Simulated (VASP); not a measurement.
# Ga7SiN8 (a cell with a defect) in VASP: notebook, part 2 of 2

VASP 6.6.1. The steps go on from the part before.

### 3 Single point, PBEsol, collinear spin

INCAR reads:

```
PREC = Accurate ; ENCUT = 520
EDIFF = 1E-6 ; ISMEAR = -1
SIGMA = 0.05 ; LREAL = Auto
LASPH = True ; NELM = 150
ALGO = Normal ; ISIF = 2
LWAVE = False ; LCHARG = False
ISPIN = 2 ; MAGMOM = 0 0 0 0 0 0 0 0.22 0 0.22 0.22 0.22 0 0 0 0.22
LORBIT = 11 ; GGA = PS
NBANDS = 86 ; NELECT = 136.0
```

KPOINTS reads:

```
Automatic mesh
0
Gamma
  2 2 2
  0.5 0.5 0.5
```

POSCAR reads:

```
Ga7SiN8
1.0
    6.3654920000      0.0000000000      0.0000000000
    0.0000000000      5.5126780000      0.0000000000
    0.0000000000      0.0000000000      5.1856180000
Ga Si N
7 1 8
Direct
    0.2346610000      0.1778810000      0.4891690000
    0.0050330000      0.6767720000      0.5014440000
    0.7507450000      0.1639490000      0.5057440000
    0.9952070000      0.3393340000      0.0100550000
    0.5006460000      0.3306780000      0.0108370000
    0.2538370000      0.8475700000      0.0201970000
    0.7585870000      0.8244780000      0.0012680000
    0.4974530000      0.6688710000      0.4916080000
    0.0005080000      0.3329840000      0.3629260000
    0.5016160000      0.3206120000      0.3827970000
    0.2432250000      0.8293580000      0.3880900000
    0.7501810000      0.8326560000      0.3816330000
    0.2337440000      0.1844750000      0.8855830000
    0.0089650000      0.6572350000      0.8891960000
    0.7509310000      0.1665510000      0.8729140000
    0.4985720000      0.6700350000      0.8687090000
```

Potentials or basis: VASP PAW PBE potentials, release 64 (Ga_d, Si, N).

Command:

```sh
cat potpaw_PBE.64/Ga_d/POTCAR potpaw_PBE.64/Si/POTCAR potpaw_PBE.64/N/POTCAR > POTCAR
mpirun -np 1 vasp_std > vasp.out
```

OUTCAR:

```text
PREC = Accurate
   ENCUT = 520
   EDIFF = 1E-6
   ISMEAR = -1
   LREAL = Auto
   LASPH = True
   NELM = 150
   ISIF = 2
   ISPIN = 2
   LORBIT = 11
   GGA = PS
   NELECT = 136.0

 ion  position               nearest neighbor table
   1  0.235  0.178  0.489-   9 1.84  10 1.95  11 1.99  13 2.06
   2  0.005  0.677  0.501-  11 1.83  12 1.94  14 2.01   9 2.03
   3  0.751  0.164  0.506-  15 1.90  10 1.91  12 1.94   9 1.99
   4  0.995  0.339  0.010-   9 1.83  13 1.86  14 1.86  15 1.96
   5  0.501  0.331  0.011-  10 1.93  15 1.97  13 1.99  16 2.01
   6  0.254  0.848  0.020-  11 1.91  13 1.99  14 2.00  16 2.00
[... 8 lines left out ...]
  15  0.751  0.167  0.873-   3 1.90   4 1.96   5 1.97   7 2.00
  16  0.499  0.670  0.869-   8 1.96   7 1.98   6 2.00   5 2.01

  LATTYP: Found a simple orthorhombic cell.
 ALAT       =     5.1856180000
 B/A-ratio  =     1.0630705926
[... 907 lines left out ...]
      1.61580      4.67238      0.10473         0.188946     -0.243008     -1.448733
[... 8 lines left out ...]
      4.78005      0.91814      4.52660        -0.011844     -0.136364      0.647067
      3.17366      3.69369      4.50479         0.132536     -0.099265     -1.398411
 -----------------------------------------------------------------------------------
    total drift:                               -0.004603      0.000661     -0.002094

  FREE ENERGIE OF THE ION-ELECTRON SYSTEM (eV)
  ---------------------------------------------------
  free  energy   TOTEN  =       -95.9745578215 eV

  energy  without entropy=      -95.9507874616  energy(sigma->0) =      -95.96267264

 total charge

# of ion       s       p       d       tot
------------------------------------------
    1        0.817   0.916  10.181  11.914
    2        0.817   0.934  10.187  11.938
    3        0.811   0.944  10.195  11.950
    4        0.822   1.062  10.268  12.152
    5        0.806   0.884  10.162  11.852
    6        0.814   0.884  10.162  11.860
[... 8 lines left out ...]
   15        1.235   2.507   0.000   3.742
   16        1.280   2.430   0.000   3.710
--------------------------------------------------
tot         16.520  27.260  71.317 115.097

 magnetization (x)

# of ion       s       p       d       tot
------------------------------------------
    1       -0.000   0.000   0.000   0.000
    2        0.000   0.000   0.000   0.000
    3       -0.000   0.000   0.000   0.000
    4       -0.000   0.000   0.000   0.000
    5       -0.000   0.000  -0.000   0.000
    6       -0.000   0.000  -0.000   0.000
[... 8 lines left out ...]
   15       -0.000  -0.000   0.000  -0.000
   16        0.000  -0.000   0.000   0.000
--------------------------------------------------
tot         -0.000  -0.000   0.000  -0.000
```

OSZICAR:

```text
N       E                     dE             d eps       ncg     rms          rms(c)
DAV:   1     0.191299598429E+04    0.19130E+04   -0.55120E+04  1570   0.283E+03
DAV:   2     0.382359185391E+03   -0.15306E+04   -0.14311E+04  1376   0.834E+02
DAV:   3    -0.583814204414E+02   -0.44074E+03   -0.41952E+03  1686   0.272E+02
DAV:   4    -0.107729786725E+03   -0.49348E+02   -0.47839E+02  1576   0.939E+01
DAV:   5    -0.111776972602E+03   -0.40472E+01   -0.39971E+01  2080   0.267E+01    0.220E+01
DAV:   6    -0.955224708645E+02    0.16255E+02   -0.50393E+01  2464   0.591E+01    0.685E+00
DAV:   7    -0.961503782538E+02   -0.62791E+00   -0.98974E+00  1560   0.146E+01    0.542E+00
DAV:   8    -0.960099431782E+02    0.14044E+00   -0.10293E+00  1992   0.162E+01    0.240E+00
DAV:   9    -0.959733568884E+02    0.36586E-01   -0.18306E-01  1824   0.641E+00    0.719E-01
DAV:  10    -0.959736485813E+02   -0.29169E-03   -0.71617E-02  1848   0.235E+00    0.364E-01
DAV:  11    -0.959740731109E+02   -0.42453E-03   -0.15562E-02  2072   0.137E+00    0.176E-01
DAV:  12    -0.959744518963E+02   -0.37879E-03   -0.42047E-03  2216   0.516E-01    0.945E-02
DAV:  13    -0.959745375250E+02   -0.85629E-04   -0.81318E-04  1632   0.440E-01    0.392E-02
DAV:  14    -0.959745517802E+02   -0.14255E-04   -0.33605E-04  1600   0.266E-01    0.225E-02
DAV:  15    -0.959745577680E+02   -0.59878E-05   -0.73260E-05  2040   0.850E-02    0.159E-02
DAV:  16    -0.959745578933E+02   -0.12531E-06   -0.16928E-05  1432   0.465E-02    0.849E-03
DAV:  17    -0.959745578215E+02    0.71726E-07   -0.70798E-06  1688   0.391E-02
   1 F= -.95974558E+02 E0= -.95962673E+02  d E =-.237704E-01  mag=    -0.0000
```

stdout:

```text
POSCAR found type information on POSCAR GaSiN
 POSCAR found :  3 types and      16 ions
 scaLAPACK will be used
 -----------------------------------------------------------------------------
|                                                                             |
|                                                                             |
|     You enforced a specific xc type in the INCAR file but a different       |
|     I HOPE YOU KNOW WHAT YOU ARE DOING!                                     |
|                                                                             |
 -----------------------------------------------------------------------------

 LDA part: xc-table for (Slater+PW92), standard interpolation
 POSCAR, INCAR and KPOINTS ok, starting setup
 FFT: planning ... GRIDC
 FFT: planning ... GRID_SOFT
 FFT: planning ... GRID
 WAVECAR not read
 entering main loop
 the old and the new charge density differ
 old charge density:   135.00000 new  136.00000
    0.220E+01
```

It took 6.3 min on 1 thread of Oxide Virtual Turin-like, shared host; peak memory 0.33 GiB.

Results:

| Quantity | Value |
| --- | --- |
| Free energy | -95.9746 eV |
| Largest force | 2.412 eV/Å |
| Net moment | 0.00 μB per cell |
| Valence electrons inside the program's atomic spheres | Ga 11.91, 11.94, 11.95, 12.15, 11.85, 11.86; Si 1.52; N 3.79, 3.75, 3.80, 3.76, 3.73, 3.74, 3.71 |

Forces in eV/Å, atoms in the order of the input:
```
Ga   1.284 -0.869  1.804
Ga  -1.283 -1.405  1.287
Ga   0.330  0.117 -0.011
Ga  -0.660 -0.422 -1.179
Ga  -0.301  0.093 -0.904
Ga   0.189 -0.243 -1.449
Ga  -0.714  0.514 -0.213
Si   0.252 -0.194  0.124
N   -1.277  1.135  1.702
N   -0.417  1.241  0.328
N    1.852  0.569  0.508
N   -0.717 -0.583  0.399
N    1.444 -1.079 -0.917
N   -0.101  1.361 -0.728
N   -0.012 -0.136  0.647
N    0.133 -0.099 -1.398
```

Levels at points of the mesh, in eV from the Fermi level:
Spin up:
| k point | band 65 | band 66 | band 67 | band 68 | band 69 | band 70 | band 71 | band 72 |
| --- | --- | --- | --- | --- | --- | --- | --- | --- |
| (0.25, 0.25, 0.25) | -4.97 | -4.57 | -4.40 | -0.14 | 0.17 | 0.60 | 0.90 | 1.16 |
Spin down:
```tsv
k point	band 66	band 67	band 68	band 69	band 70	band 71
(0.25, 0.25, 0.25)	-4.57	-4.40	-0.14	0.17	0.60	0.90
```

Caveat: the k points lie up to 0.61 Å⁻¹ apart; the cell carries a net charge on a neutralising background, which shifts energy and pressure; the cell is charged against a uniform background, so pressure and absolute levels hang on convention; the PAW data sets were made with another functional, which shifts forces and pressure a little.
